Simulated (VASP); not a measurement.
# WS2 (P6_3/mmc) in VASP: single point with r2SCAN

Aim: the single point of WS2 with r2SCAN.

Program: VASP 6.6.1. These are calculated values, not measurements. Logs are shortened: lines on timing, memory, paths and dates and some standing lists are left out, and cuts for length are marked.

**1. The cell of the first run**

The structure is hexagonal, space group P6_3/mmc (No. 194). Conventional cell: a = 3.182 Å, b = 3.182 Å, c = 13.067 Å, α = 90.00°, β = 90.00°, γ = 120.00°. Within 3.2 Å of W (site symmetry -6m2) lie 6 S at 2.41 Å and 6 W at 3.18 Å. Within 3.2 Å of S (site symmetry 3m) lie 3 W at 2.41 Å and 7 S at 3.12 to 3.18 Å.

**2. Single point, r2SCAN**

Contents of POSCAR:

```
WS2
1.0
    3.1816189158      0.0000000029      0.0000000000
   -1.5908094604      2.7553628048      0.0000000000
    0.0000000000      0.0000000000     13.0673804414
W S
2 4
Direct
    0.3333333333      0.6666666667      0.2500000000
    0.6666666667      0.3333333333      0.7500000000
    0.3333333333      0.6666666667      0.6306574720
    0.6666666667      0.3333333333      0.1306574720
    0.3333333333      0.6666666667      0.8693425280
    0.6666666667      0.3333333333      0.3693425280
```

Contents of INCAR.step1:

```
PREC = Accurate
ENCUT = 520
ISMEAR = 0
SIGMA = 0.02
LREAL = False
LASPH = True
NELM = 80
NBANDS = 35
GGA = PE
ALGO = Normal
EDIFF = 1E-4
LWAVE = True
LCHARG = False
```

Contents of INCAR.step2:

```
PREC = Accurate
ENCUT = 520
EDIFF = 1E-7
ISMEAR = 0
SIGMA = 0.02
LREAL = False
LASPH = True
NELM = 80
ALGO = Normal
ISIF = 2
LWAVE = False
LCHARG = True
METAGGA = R2SCAN
LMIXTAU = True
LELF = True
LVHAR = True
NBANDS = 35
ISTART = 1
```

Contents of KPOINTS:

```
regular mesh
0
Gamma
  12 12 2
```

Potentials or basis: VASP PAW PBE potentials, release 64 (W_sv, S).

On the command line:

```sh
cat potpaw_PBE.64/W_sv/POTCAR potpaw_PBE.64/S/POTCAR > POTCAR
cp INCAR.step1 INCAR
mpirun -np 1 vasp_std > vasp.out
cp INCAR.step2 INCAR
mpirun -np 1 vasp_std > vasp.out
```

OUTCAR:

```text
PREC = Accurate
   ENCUT = 520
   EDIFF = 1E-7
   ISMEAR = 0
   LREAL = False
   LASPH = True
   NELM = 80
   ISIF = 2
   METAGGA = R2SCAN
   ISTART = 1

 ion  position               nearest neighbor table
   1  0.333  0.667  0.250-   4 2.41   6 2.41   4 2.41   6 2.41   4 2.41   6 2.41
   2  0.667  0.333  0.750-   3 2.41   5 2.41   3 2.41   5 2.41   3 2.41   5 2.41
   3  0.333  0.667  0.631-   2 2.41   2 2.41   2 2.41
   4  0.667  0.333  0.131-   1 2.41   1 2.41   1 2.41
   5  0.333  0.667  0.869-   2 2.41   2 2.41   2 2.41
   6  0.667  0.333  0.369-   1 2.41   1 2.41   1 2.41

  LATTYP: Found a hexagonal cell.
 ALAT       =     3.1816189158
 C/A-ratio  =     4.1071482120

  Lattice vectors:

 A1 = (   3.1816189158,   0.0000000029,   0.0000000000)
 A2 = (  -1.5908094604,   2.7553628048,   0.0000000000)
 A3 = (   0.0000000000,   0.0000000000,  13.0673804414)

Analysis of symmetry for initial positions (statically):
=====================================================================
 Subroutine PRICEL returns:
 Original cell was already a primitive cell.

 Routine SETGRP: Setting up the symmetry group for a
 hexagonal supercell.

 Subroutine GETGRP returns: Found 24 space group operations
 (whereof 12 operations were pure point group operations)
 out of a pool of 24 trial point group operations.

The static configuration has the point symmetry D_3d.
 The point group associated with its full space group is D_6h.

Analysis of symmetry for dynamics (positions and initial velocities):
=====================================================================
 Subroutine PRICEL returns:
 Original cell was already a primitive cell.

 Routine SETGRP: Setting up the symmetry group for a
 hexagonal supercell.

 Subroutine GETGRP returns: Found 24 space group operations
 (whereof 12 operations were pure point group operations)
 out of a pool of 24 trial point group operations.

The dynamic configuration has the point symmetry D_3d.
 The point group associated with its full space group is D_6h.

 Subroutine INISYM returns: Found 24 space group operations
 (whereof 12 operations are pure point group operations),
 and found     1 'primitive' translations

----------------------------------------------------------------------------------------

                                     Primitive cell

  volume of cell :     114.5554

[... 97 lines left out ...]
   LREAL  =      F    real-space projection
   EDIFFG = 0.1E-05   stopping-criterion for IOM
   NSW    =      0    number of steps for IOM
   IBRION =     -1    ionic relax: 0-MD 1-quasi-New 2-CG
   NFREE  =      0    steps in history (QN), initial steepest desc. (CG)
   ISIF   =      2    stress and relaxation
   ISYM   =      2    0-nonsym 1-usesym 2-fastsym
   POTIM  = 0.5000    time-step for ionic-motion
   TEBEG  =    0.0;   TEEND  =   0.0 temperature during run
   PSTRESS=    0.0 pullay stress
   NELECT =      52.0000    total number of electrons
   NUPDOWN=      -1.0000    fix difference up-down
   EMIN   =  10.00;   EMAX   =-10.00  energy-range for DOS
   EFERMI =   0.00;   METHOD = LEGACY
   ISMEAR =     0;   SIGMA  =   0.02  broadening in eV -4-tet -1-fermi 0-gaus
   EFERMI_NEDOS =   21; number of points for ismear=-14 and -15
   IALGO  =     38    algorithm
   IMIX   =      4    mixing-type and parameters
     AMIX     =   0.40;   BMIX     =  1.00
     AMIX_MAG =   1.60;   BMIX_MAG =  1.00
  volume/ion in A,a.u.               =      19.09       128.84
  Fermi-wavevector in a.u.,A,eV,Ry     =   1.258165  2.377586 21.537724  1.582978
  Thomas-Fermi vector in A             =   2.391788
   LORBIT       =      0    0 simple, 1 ext, 2 COOP (PROOUT), +10 PAW based schemes
   METAGGA = R2SCAN    functional components
   LHFCALC =     F    Hartree Fock is set to
   AEXX    =    0.0000 exact exchange contribution
   IVDW    =     0    specifies the selected vdW correction
   LEPSILON=     F    determine dielectric tensor
   LRPA    =     F    only Hartree local field effects (RPA)
 non-spin polarized calculation
 Gauss-broadening in eV      SIGMA  =   0.02
  energy-cutoff  :      520.00
  volume of cell :      114.56
 maximum number of plane-waves:      3117
 NGX is ok and might be reduce to    24
   NGX = 11   NGY = 11   NGZ = 49

 number of electron      52.0000000 magnetization

 Free energy of the ion-electron system (eV)
  ---------------------------------------------------
  ext. energy  EPLUGINS =         0.00000000
  ---------------------------------------------------
  free energy    TOTEN  =      -140.16634205 eV

  energy without entropy =     -140.16634205  energy(sigma->0) =     -140.16634205

 E-fermi :   6.4438     XC(G=0): -11.1306

 val. band max:        6.3042223116   @ k =   0.0000   0.0000   0.0000
 cond. band min:       7.6844506878   @ k =   0.1667   0.1667   0.0000
 fundamental gap:      1.3802283762
 Fermi energy:         6.4438167239

 k-point     1 :       0.0000    0.0000    0.0000
  band No.  band energies     occupation
      1     -70.1818      2.00000
      2     -70.1817      2.00000
      3     -33.7697      2.00000
      4     -33.7697      2.00000
      5     -33.6157      2.00000
      6     -33.6157      2.00000
[... 901 lines left out ...]
     34      10.5093      0.00000
     35      12.9040      0.00000

 [... further k-points ...]

------------------------ aborting loop because EDIFF is reached ----------------------------------------

  FORCE on cell =-STRESS in cart. coord.  units (eV):
  Direction    XX          YY          ZZ          XY          YZ          ZX
  --------------------------------------------------------------------------------------
  -------------------------------------------------------------------------------------
  Total        0.1446207      0.1446207      0.0856365      0.0000000      0.0000000     -0.0000000
  in kB        2.0226726      2.0226726      1.1977164      0.0000000      0.0000000     -0.0000000
  external PRESSURE =       1.7476872 kB  Pullay stress =       0.0000000 kB

 VOLUME and BASIS-vectors are now :
 -----------------------------------------------------------------------------
  energy-cutoff  :      520.00
  volume of cell :      114.56
      direct lattice vectors                 reciprocal lattice vectors
     3.181618916  0.000000003  0.000000000     0.314305398  0.181464306  0.000000000
    -1.590809460  2.755362805  0.000000000    -0.000000000  0.362928612  0.000000000
     0.000000000  0.000000000 13.067380441     0.000000000  0.000000000  0.076526432

 POSITION                                       TOTAL-FORCE (eV/Angst)
 -----------------------------------------------------------------------------------
     -0.00000      1.83691      3.26685         0.000000     -0.000000      0.000000
      1.59081      0.91845      9.80054        -0.000000     -0.000000      0.000000
     -0.00000      1.83691      8.24104         0.000000      0.000000     -0.021151
      1.59081      0.91845      1.70735        -0.000000     -0.000000     -0.021151
     -0.00000      1.83691     11.36003         0.000000      0.000000      0.021151
      1.59081      0.91845      4.82634         0.000000      0.000000      0.021151
 -----------------------------------------------------------------------------------
    total drift:                               -0.000000      0.000000     -0.000000

  FREE ENERGIE OF THE ION-ELECTRON SYSTEM (eV)
  ---------------------------------------------------
  free  energy   TOTEN  =      -140.1663420519 eV

  energy  without entropy=     -140.1663420519  energy(sigma->0) =     -140.16634205
```

OSZICAR.step1:

```text
N       E                     dE             d eps       ncg     rms          rms(c)
DAV:   1     0.512978284987E+03    0.51298E+03   -0.28412E+04  2916   0.147E+03
DAV:   2    -0.173135765645E+02   -0.53029E+03   -0.51173E+03  3130   0.403E+02
DAV:   3    -0.492751060109E+02   -0.31962E+02   -0.31438E+02  3378   0.946E+01
DAV:   4    -0.500733994661E+02   -0.79829E+00   -0.79534E+00  3234   0.157E+01
DAV:   5    -0.500912036885E+02   -0.17804E-01   -0.17787E-01  3269   0.246E+00    0.376E+01
DAV:   6    -0.476841200956E+02    0.24071E+01   -0.85780E+00  3018   0.195E+01    0.161E+01
DAV:   7    -0.474549201809E+02    0.22920E+00   -0.24540E+00  2963   0.822E+00    0.667E+00
DAV:   8    -0.473276272480E+02    0.12729E+00   -0.36494E-01  3065   0.415E+00    0.196E+00
DAV:   9    -0.473298095509E+02   -0.21823E-02   -0.44445E-02  3216   0.109E+00    0.107E+00
DAV:  10    -0.473280754816E+02    0.17341E-02   -0.22394E-02  3184   0.945E-01    0.344E-01
DAV:  11    -0.473276179992E+02    0.45748E-03   -0.37321E-03  2883   0.359E-01    0.163E-01
DAV:  12    -0.473276173103E+02    0.68886E-06   -0.15401E-04  1882   0.701E-02
   1 F= -.47327617E+02 E0= -.47327617E+02  d E =-.471517E-39
```

Wall time 5.9 min (1 thread of AMD EPYC 9R45 (Zen 5), shared host); peak memory 0.28 GiB.

Results:

```yaml
Free_energy: -140.1663 eV
Pressure: 0.2 GPa
Largest_force: 0.021 eV/Å
Band_gap_on_the_k_mesh: 1.38 eV (least direct gap 1.88 eV)
```

Forces on the atoms (eV/Å):
```
W    0.000  0.000  0.000
W    0.000  0.000  0.000
S    0.000  0.000 -0.021
S    0.000  0.000 -0.021
S    0.000  0.000  0.021
S    0.000  0.000  0.021
```

Caveat: the PAW data sets were made with another functional, which shifts forces and pressure a little; spin-orbit coupling is left out, which moves the levels of the heavy elements.
